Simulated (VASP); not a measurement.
# Ti (P6/mmm) in VASP: notebook, part 2 of 3

VASP 6.6.1. The steps go on from the part before.

**3. Single point, PBEsol (equal strain along all axes, cell held: -3.0 %)**

INCAR reads:

```
ALGO = Fast ; EDIFF = 1E-6
ENCUT = 520 ; GGA = PS
ISIF = 2 ; ISMEAR = 0
LASPH = T ; LCHARG = T
LELF = T ; LREAL = F
LVHAR = T ; LWAVE = F
NBANDS = 25 ; NELM = 80
PREC = Accurate ; SIGMA = 0.1
```

KPOINTS reads:

```
k-points
0
Gamma
  12 12 18
```

POSCAR reads:

```
Ti
1.0
    4.3798313507      0.0000000000      0.0000000000
   -2.1899156753      3.7930452140      0.0000000000
    0.0000000000      0.0000000000      2.7148298391
Ti
3
Direct
    0.0000000000      0.0000000000      0.0000000000
    0.3333333333      0.6666666667      0.5000000000
    0.6666666667      0.3333333333      0.5000000000
```

Potentials or basis: VASP PAW PBE potentials, release 64 (Ti_sv).

Started as:

```console
$ cat potpaw_PBE.64/Ti_sv/POTCAR > POTCAR
$ mpirun -np 1 vasp_std > vasp.out
```

OUTCAR:

```text
EDIFF = 1E-6
   ENCUT = 520
   GGA = PS
   ISIF = 2
   ISMEAR = 0
   LASPH = T
   LREAL = F
   NELM = 80
   PREC = Accurate

 ion  position               nearest neighbor table
   1  0.000  0.000  0.000-   2 2.87   3 2.87   2 2.87   3 2.87   2 2.87   2 2.87   3 2.87   3 2.87
                             3 2.87   3 2.87   2 2.87   2 2.87
   2  0.333  0.667  0.500-   3 2.53   3 2.53   3 2.53   1 2.87   1 2.87   1 2.87   1 2.87   1 2.87
                             1 2.87
   3  0.667  0.333  0.500-   2 2.53   2 2.53   2 2.53   1 2.87   1 2.87   1 2.87   1 2.87   1 2.87
                             1 2.87

  LATTYP: Found a hexagonal cell.
 ALAT       =     4.3798313507
 C/A-ratio  =     0.6198480311

  Lattice vectors:

 A1 = (   4.3798313507,   0.0000000000,   0.0000000000)
 A2 = (  -2.1899156753,   3.7930452140,   0.0000000000)
 A3 = (   0.0000000000,   0.0000000000,   2.7148298391)

Analysis of symmetry for initial positions (statically):
=====================================================================
 Subroutine PRICEL returns:
 Original cell was already a primitive cell.

 Routine SETGRP: Setting up the symmetry group for a
 hexagonal supercell.

 Subroutine GETGRP returns: Found 24 space group operations
 (whereof 24 operations were pure point group operations)
 out of a pool of 24 trial point group operations.

The static configuration has the point symmetry D_6h.

Analysis of symmetry for dynamics (positions and initial velocities):
=====================================================================
 Subroutine PRICEL returns:
 Original cell was already a primitive cell.

 Routine SETGRP: Setting up the symmetry group for a
 hexagonal supercell.

[... 120 lines left out ...]
   EFERMI =   0.00;   METHOD = LEGACY
   ISMEAR =     0;   SIGMA  =   0.10  broadening in eV -4-tet -1-fermi 0-gaus
   EFERMI_NEDOS =   21; number of points for ismear=-14 and -15
   IALGO  =     68    algorithm
   IMIX   =      4    mixing-type and parameters
     AMIX     =   0.40;   BMIX     =  1.00
     AMIX_MAG =   1.60;   BMIX_MAG =  1.00
  volume/ion in A,a.u.               =      15.03       101.45
  Fermi-wavevector in a.u.,A,eV,Ry     =   1.518610  2.869757 31.377444  2.306177
  Thomas-Fermi vector in A             =   2.627708
   LORBIT       =      0    0 simple, 1 ext, 2 COOP (PROOUT), +10 PAW based schemes
   GGA     = PS    functional components
   LHFCALC =     F    Hartree Fock is set to
   AEXX    =    0.0000 exact exchange contribution
   IVDW    =     0    specifies the selected vdW correction
   LEPSILON=     F    determine dielectric tensor
   LRPA    =     F    only Hartree local field effects (RPA)
 non-spin polarized calculation
 RMM-DIIS sequential band-by-band and
 Gauss-broadening in eV      SIGMA  =   0.10
  energy-cutoff  :      520.00
  volume of cell :       45.10
 maximum number of plane-waves:      1236
 NGX is ok and might be reduce to    36
   NGX = 17   NGY = 17   NGZ = 11

 number of electron      36.0000002 magnetization

 Free energy of the ion-electron system (eV)
  ---------------------------------------------------
  ext. energy  EPLUGINS =         0.00000000
  ---------------------------------------------------
  free energy    TOTEN  =       -24.91169278 eV

  energy without entropy =      -24.89814018  energy(sigma->0) =      -24.90491648

 E-fermi :   9.6994     XC(G=0): -12.3440

 val. band max:        9.6988995508   @ k =   0.3333   0.3333   0.0556
 cond. band min:       9.7019930332   @ k =   0.3333   0.0833   0.0000
 fundamental gap:      0.0030934824
 Fermi energy:         9.6993959382

 k-point     1 :       0.0000    0.0000    0.0000
  band No.  band energies     occupation
      1     -46.7250      2.00000
      2     -46.4556      2.00000
      3     -46.2132      2.00000
      4     -23.1866      2.00000
      5     -23.1866      2.00000
      6     -23.1726      2.00000
[... 661 lines left out ...]
     24      12.0985      0.00000
     25      12.8450      0.00000

 [... further k-points ...]

------------------------ aborting loop because EDIFF is reached ----------------------------------------

  FORCE on cell =-STRESS in cart. coord.  units (eV):
  Direction    XX          YY          ZZ          XY          YZ          ZX
  --------------------------------------------------------------------------------------
  -------------------------------------------------------------------------------------
  Total        3.3297805      3.3297805      3.6142973      0.0000000      0.0000000      0.0000000
  in kB      118.2873124    118.2873124    128.3945057      0.0000000      0.0000000      0.0000000
  external PRESSURE =     121.6563768 kB  Pullay stress =       0.0000000 kB

 VOLUME and BASIS-vectors are now :
 -----------------------------------------------------------------------------
  energy-cutoff  :      520.00
  volume of cell :       45.10
      direct lattice vectors                 reciprocal lattice vectors
     4.379831351  0.000000000  0.000000000     0.228319294  0.131820206  0.000000000
    -2.189915675  3.793045214  0.000000000     0.000000000  0.263640411  0.000000000
     0.000000000  0.000000000  2.714829839     0.000000000  0.000000000  0.368347211

 POSITION                                       TOTAL-FORCE (eV/Angst)
 -----------------------------------------------------------------------------------
      0.00000      0.00000      0.00000        -0.000000      0.000000     -0.000000
     -0.00000      2.52870      1.35741        -0.000000      0.000000      0.000000
      2.18992      1.26435      1.35741         0.000000      0.000000     -0.000000
 -----------------------------------------------------------------------------------
    total drift:                                0.000000      0.000000     -0.000000

  FREE ENERGIE OF THE ION-ELECTRON SYSTEM (eV)
  ---------------------------------------------------
  free  energy   TOTEN  =       -24.9116927801 eV

  energy  without entropy=      -24.8981401809  energy(sigma->0) =      -24.90491648
```

stdout:

```text
POSCAR found type information on POSCAR Ti
 POSCAR found :  1 types and       3 ions
 scaLAPACK will be used
 -----------------------------------------------------------------------------
|                                                                             |
|                                                                             |
|     You enforced a specific xc type in the INCAR file but a different       |
[... 24 lines left out ...]
WARNING in EDDRMM: call to ZHEGV failed, returncode =   8  4      6
WARNING in EDDRMM: call to ZHEGV failed, returncode =   6  3     18
WARNING in EDDRMM: call to ZHEGV failed, returncode =   6  3      5
WARNING in EDDRMM: call to ZHEGV failed, returncode =   8  4     23
WARNING in EDDRMM: call to ZHEGV failed, returncode =   8  4      5
WARNING in EDDRMM: call to ZHEGV failed, returncode =   6  3     22
WARNING in EDDRMM: call to ZHEGV failed, returncode =   6  3      4
```

Wall time 5.4 min (1 thread of Intel Xeon 6975P-C (Granite Rapids), shared host); peak memory 0.28 GiB.

Results:

| Property | Result |
| --- | --- |
| Free energy | -24.9117 eV |
| Pressure | 12.2 GPa |
| Band gap on the k mesh | zero (bands 18 and 19 overlap by 0.44 eV) |

Levels at points of the mesh, in eV from the Fermi level:
```tsv
k point	band 14	band 15	band 16	band 17	band 18	band 19	band 20	band 21	band 22	band 23
(0.00, 0.00, 0.00)	-2.34	-0.72	-0.72	-0.63	-0.63	0.00	0.76	1.45	1.45	2.05
(0.50, 0.00, 0.00)	-3.58	-2.98	-0.56	-0.54	-0.45	0.00	0.61	1.11	1.60	2.18
(0.00, 0.00, 0.50)	-2.56	-2.19	-1.94	-1.94	-1.67	1.16	1.16	1.46	1.46	3.45
(0.50, 0.00, 0.50)	-2.33	-2.05	-1.44	-0.75	-0.69	0.31	0.90	1.25	1.34	2.58
```

Caveat: the cell differs from its parent crystal (equal strain along all axes, cell held: -3.0 %); the cell stands under pressure; the PAW data sets were made with another functional, which shifts forces and pressure a little.

[end of part 2 of 3]
